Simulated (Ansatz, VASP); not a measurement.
## Si2B in VASP and in Ansatz

```
CELL_PARAMETERS angstrom
3.03717 -3.48633 0.00000
3.03717 3.48633 0.00000
0.00000 0.00000 2.97998
ATOMIC_POSITIONS crystal
Si 0.00000 0.50000 0.00000
Si 0.50000 0.00000 0.00000
B 0.50000 0.50000 0.00000
```

Alike in both runs: task relaxation of cell and atoms; functional PBE; k mesh 4 × 4 × 6; occupations gaussian, width 0.1 eV; no spin polarisation.

|  | VASP | Ansatz |
| --- | --- | --- |
| version | VASP 6.6.1 | Ansatz 0.2.0 |
| potentials or method | VASP PAW PBE potentials, release 64 (Si, B), cutoff 600 eV | scalar-relativistic, plane waves, PAW |
| valence electrons in the cell | 11 | 11 |

VASP gave:

| Item | Value |
| --- | --- |
| gap on the k mesh at the Fermi level, each at its own relaxed structure (eV) | none |
| relaxed volume (Å³/atom) | 13.74 |
| relaxed length of the cell vector where the two differ most in proportion (Å) | 2.412 |

Task: Which values does Ansatz return?

Result: gap on the k mesh at the Fermi level, each at its own relaxed structure (eV): none; relaxed volume (Å³/atom): 13.70; relaxed length of the cell vector where the two differ most in proportion (Å): 2.402.

A gap of «none» marks a metal or a gap that the smearing closes.

Noted on VASP's run: the volume moved by over 15 % at a fixed basis, so the end points are rough.
